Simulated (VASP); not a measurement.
# Ta4Ge (R-3m) in VASP: single point with PBE

Aim: the single point of Ta4Ge with PBE.

Program: VASP 6.6.1. These are calculated values, not measurements. Logs are shortened: lines on timing, memory, paths and dates and some standing lists are left out, and cuts for length are marked.

## (1) The cell of the first run

Symmetry: R-3m, No. 166, trigonal system. The conventional cell has a = 4.666 Å, b = 4.666 Å, c = 14.104 Å, α = 90.00°, β = 90.00°, γ = 120.00°. Ta (site symmetry 3m) has 11 Ta at 2.78 to 3.31 Å and 3 Ge at 2.86 Å within 3.7 Å. Ta (site symmetry 3m) has 10 Ta at 2.82 to 3.29 Å and 4 Ge at 2.84 to 3.27 Å within 3.7 Å. Ge (site symmetry -3m) has 14 Ta at 2.84 to 3.27 Å within 3.7 Å.

## (2) Single point, PBE

Contents of INCAR:

```
PREC = Accurate ; ENCUT = 500
EDIFF = 1E-6 ; ISMEAR = 0
SIGMA = 0.2 ; LREAL = F
LASPH = T ; NELM = 120
ALGO = Normal ; ISIF = 2
LWAVE = F ; LCHARG = F
GGA = PE ; NBANDS = 37
GGA_COMPAT = F
```

Contents of KPOINTS:

```
regular mesh
0
Gamma
  4 4 4
```

Contents of POSCAR:

```
Ta4Ge
1.0
    2.3331053840      1.3470190215      4.7013682912
   -2.3331053840      1.3470190215      4.7013682912
    0.0000000000     -2.6940380430      4.7013682912
Ta Ge
4 1
Direct
    0.4013534797      0.4013534797      0.4013534797
    0.5986465203      0.5986465203      0.5986465203
    0.7986580207      0.7986580207      0.7986580207
    0.2013419793      0.2013419793      0.2013419793
    0.0000000000      0.0000000000      0.0000000000
```

Potentials or basis: VASP PAW PBE potentials, release 64 (Ta_pv, Ge_d).

Run with:

```
$ cat potpaw_PBE.64/Ta_pv/POTCAR potpaw_PBE.64/Ge_d/POTCAR > POTCAR
$ mpirun -np 1 vasp_std > vasp.out
```

OUTCAR:

```text
PREC = Accurate
   ENCUT = 500
   EDIFF = 1E-6
   ISMEAR = 0
   LREAL = F
   LASPH = T
   NELM = 120
   ISIF = 2
   GGA = PE

 ion  position               nearest neighbor table
   1  0.401  0.401  0.401-   2 2.78   4 2.82   3 2.84   3 2.84   3 2.84   5 2.86   5 2.86   5 2.86
                             4 3.29   4 3.29   4 3.29   2 3.31   2 3.31   2 3.31
   2  0.599  0.599  0.599-   1 2.78   3 2.82   4 2.84   4 2.84   4 2.84   5 2.86   5 2.86   5 2.86
                             3 3.29   3 3.29   3 3.29   1 3.31   1 3.31   1 3.31
   3  0.799  0.799  0.799-   2 2.82   5 2.84   1 2.84   1 2.84   1 2.84   4 2.87   4 2.87   4 2.87
                             2 3.29   2 3.29   2 3.29
   4  0.201  0.201  0.201-   1 2.82   5 2.84   2 2.84   2 2.84   2 2.84   3 2.87   3 2.87   3 2.87
                             1 3.29   1 3.29   1 3.29
   5  0.000  0.000  0.000-   3 2.84   4 2.84   2 2.86   1 2.86   2 2.86   2 2.86   1 2.86   1 2.86

  LATTYP: Found a trigonal (rhomboedric) cell.
 ALAT       =     5.4185519086
 COS(alpha) =     0.6292063987

  Lattice vectors:

 A1 = (   2.3331053840,   1.3470190215,   4.7013682912)
 A2 = (  -2.3331053840,   1.3470190215,   4.7013682912)
 A3 = (   0.0000000000,  -2.6940380430,   4.7013682912)

Analysis of symmetry for initial positions (statically):
=====================================================================
 Subroutine PRICEL returns:
 Original cell was already a primitive cell.

 Routine SETGRP: Setting up the symmetry group for a
 trigonal (rhombohedral) supercell.

 Subroutine GETGRP returns: Found 12 space group operations
 (whereof 12 operations were pure point group operations)
 out of a pool of 12 trial point group operations.

The static configuration has the point symmetry D_3d.

Analysis of symmetry for dynamics (positions and initial velocities):
=====================================================================
 Subroutine PRICEL returns:
 Original cell was already a primitive cell.

 Routine SETGRP: Setting up the symmetry group for a
 trigonal (rhombohedral) supercell.

 Subroutine GETGRP returns: Found 12 space group operations
 (whereof 12 operations were pure point group operations)
 out of a pool of 12 trial point group operations.

The dynamic configuration has the point symmetry D_3d.

 Subroutine INISYM returns: Found 12 space group operations
 (whereof 12 operations are pure point group operations),
 and found     1 'primitive' translations

----------------------------------------------------------------------------------------

[... 88 lines left out ...]
   EDIFFG = 0.1E-04   stopping-criterion for IOM
   NSW    =      0    number of steps for IOM
   IBRION =     -1    ionic relax: 0-MD 1-quasi-New 2-CG
   NFREE  =      0    steps in history (QN), initial steepest desc. (CG)
   ISIF   =      2    stress and relaxation
   ISYM   =      2    0-nonsym 1-usesym 2-fastsym
   POTIM  = 0.5000    time-step for ionic-motion
   TEBEG  =    0.0;   TEEND  =   0.0 temperature during run
   PSTRESS=    0.0 pullay stress
   NELECT =      58.0000    total number of electrons
   NUPDOWN=      -1.0000    fix difference up-down
   EMIN   =  10.00;   EMAX   =-10.00  energy-range for DOS
   EFERMI =   0.00;   METHOD = LEGACY
   ISMEAR =     0;   SIGMA  =   0.20  broadening in eV -4-tet -1-fermi 0-gaus
   EFERMI_NEDOS =   21; number of points for ismear=-14 and -15
   IALGO  =     38    algorithm
   IMIX   =      4    mixing-type and parameters
     AMIX     =   0.40;   BMIX     =  1.00
     AMIX_MAG =   1.60;   BMIX_MAG =  1.00
  volume/ion in A,a.u.               =      17.73       119.65
  Fermi-wavevector in a.u.,A,eV,Ry     =   1.421204  2.685685 27.481314  2.019820
  Thomas-Fermi vector in A             =   2.542038
   LORBIT       =      0    0 simple, 1 ext, 2 COOP (PROOUT), +10 PAW based schemes
   GGA     = PE    functional components
   LHFCALC =     F    Hartree Fock is set to
   AEXX    =    0.0000 exact exchange contribution
   IVDW    =     0    specifies the selected vdW correction
   LEPSILON=     F    determine dielectric tensor
   LRPA    =     F    only Hartree local field effects (RPA)
 non-spin polarized calculation
 Gauss-broadening in eV      SIGMA  =   0.20
  energy-cutoff  :      500.00
  volume of cell :       88.65
 maximum number of plane-waves:      2292
   NGX = 19   NGY = 19   NGZ = 19

 number of electron      58.0000000 magnetization

 Free energy of the ion-electron system (eV)
  ---------------------------------------------------
  ext. energy  EPLUGINS =         0.00000000
  ---------------------------------------------------
  free energy    TOTEN  =       -51.72957934 eV

  energy without entropy =      -51.64244936  energy(sigma->0) =      -51.68601435

 E-fermi :   6.1857     XC(G=0): -12.4938

 val. band max:        6.1755420441   @ k =   0.2500  -0.0000   0.0000
 cond. band min:       6.2021707036   @ k =  -0.2500   0.5000   0.2500
 fundamental gap:      0.0266286595
 Fermi energy:         6.1857386893

 k-point     1 :       0.0000    0.0000    0.0000
  band No.  band energies     occupation
      1     -28.1598      2.00000
      2     -28.0123      2.00000
      3     -28.0123      2.00000
      4     -27.9022      2.00000
      5     -27.9022      2.00000
      6     -27.8533      2.00000
[... 509 lines left out ...]
     36      10.6182      0.00000
     37      10.6184      0.00000

------------------------ aborting loop because EDIFF is reached ----------------------------------------

  FORCE on cell =-STRESS in cart. coord.  units (eV):
  Direction    XX          YY          ZZ          XY          YZ          ZX
  --------------------------------------------------------------------------------------
  -------------------------------------------------------------------------------------
  Total        0.2056624      0.2056624     -0.0274062      0.0000000      0.0000000      0.0000000
  in kB        3.7169087      3.7169087     -0.4953083      0.0000000      0.0000000      0.0000000
  external PRESSURE =       2.3128363 kB  Pullay stress =       0.0000000 kB

 VOLUME and BASIS-vectors are now :
 -----------------------------------------------------------------------------
  energy-cutoff  :      500.00
  volume of cell :       88.65
      direct lattice vectors                 reciprocal lattice vectors
     2.333105384  1.347019021  4.701368291     0.214306650  0.123730002  0.070901345
    -2.333105384  1.347019021  4.701368291    -0.214306650  0.123730002  0.070901345
     0.000000000 -2.694038043  4.701368291     0.000000000 -0.247460005  0.070901345

 POSITION                                       TOTAL-FORCE (eV/Angst)
 -----------------------------------------------------------------------------------
      0.00000      0.00000      5.66073         0.000000     -0.000000     -0.004959
      0.00000      0.00000      8.44337         0.000000      0.000000      0.004959
      0.00000      0.00000     11.26436         0.000000     -0.000000     -0.002289
      0.00000      0.00000      2.83975         0.000000      0.000000      0.002289
      0.00000      0.00000      0.00000        -0.000000      0.000000      0.000000
 -----------------------------------------------------------------------------------
    total drift:                               -0.000000     -0.000000      0.000000

  FREE ENERGIE OF THE ION-ELECTRON SYSTEM (eV)
  ---------------------------------------------------
  free  energy   TOTEN  =       -51.7295793354 eV

  energy  without entropy=      -51.6424493601  energy(sigma->0) =      -51.68601435
```

OSZICAR:

```text
N       E                     dE             d eps       ncg     rms          rms(c)
DAV:   1     0.584933086353E+03    0.58493E+03   -0.30590E+04  1190   0.271E+03
DAV:   2     0.388294981995E+01   -0.58105E+03   -0.56721E+03   980   0.700E+02
DAV:   3    -0.506293506943E+02   -0.54512E+02   -0.52581E+02  1127   0.139E+02
DAV:   4    -0.534883725310E+02   -0.28590E+01   -0.28127E+01  1220   0.314E+01
DAV:   5    -0.535564825684E+02   -0.68110E-01   -0.67957E-01  1228   0.514E+00    0.263E+01
DAV:   6    -0.521308977595E+02    0.14256E+01   -0.21435E+00  1114   0.944E+00    0.129E+01
DAV:   7    -0.517494034693E+02    0.38149E+00   -0.14684E+00  1149   0.822E+00    0.132E+00
DAV:   8    -0.517331839354E+02    0.16220E-01   -0.14620E-01  1258   0.324E+00    0.694E-01
DAV:   9    -0.517295051758E+02    0.36788E-02   -0.21400E-02  1167   0.110E+00    0.225E-01
DAV:  10    -0.517295497011E+02   -0.44525E-04   -0.21961E-03  1191   0.371E-01    0.730E-02
DAV:  11    -0.517295830761E+02   -0.33375E-04   -0.12189E-04  1239   0.726E-02    0.311E-02
DAV:  12    -0.517295802493E+02    0.28268E-05   -0.22950E-05  1271   0.467E-02    0.633E-03
DAV:  13    -0.517295793354E+02    0.91385E-06   -0.15484E-06   695   0.128E-02
   1 F= -.51729579E+02 E0= -.51686014E+02  d E =-.871300E-01
```

Wall time 23 s (1 thread of Intel Xeon 6975P-C (Granite Rapids), shared host); peak memory 0.25 GiB.

What came out:

```yaml
Free_energy: -51.7296 eV
Pressure: 0.2 GPa
Largest_force: 0.005 eV/Å
Band_gap_on_the_k_mesh: zero (band 29 reaches 6.21 eV, above the bottom of band 30 at 5.87 eV)
```

Forces in eV/Å, atoms in the order of the input:
```
Ta   0.000  0.000 -0.005
Ta   0.000  0.000  0.005
Ta   0.000  0.000 -0.002
Ta   0.000  0.000  0.002
Ge   0.000  0.000  0.000
```

Levels at points of the mesh, in eV from the Fermi level:
```tsv
k point	band 26	band 27	band 28	band 29	band 30	band 31	band 32	band 33
(0.00, 0.00, 0.00)	-1.32	-0.81	-0.81	-0.57	-0.32	1.89	1.89	2.40
(0.50, 0.00, 0.00)	-1.17	-0.91	-0.63	-0.44	-0.03	1.19	1.45	1.78
(0.50, 0.50, 0.00)	-1.27	-0.64	-0.63	-0.16	0.12	0.29	2.05	2.43
(0.50, 0.50, 0.50)	-0.76	-0.76	-0.71	-0.71	1.80	1.83	1.83	2.31
```

Caveat: the k points lie up to 0.40 Å⁻¹ apart; spin-orbit coupling is left out, which moves the levels of the heavy elements.
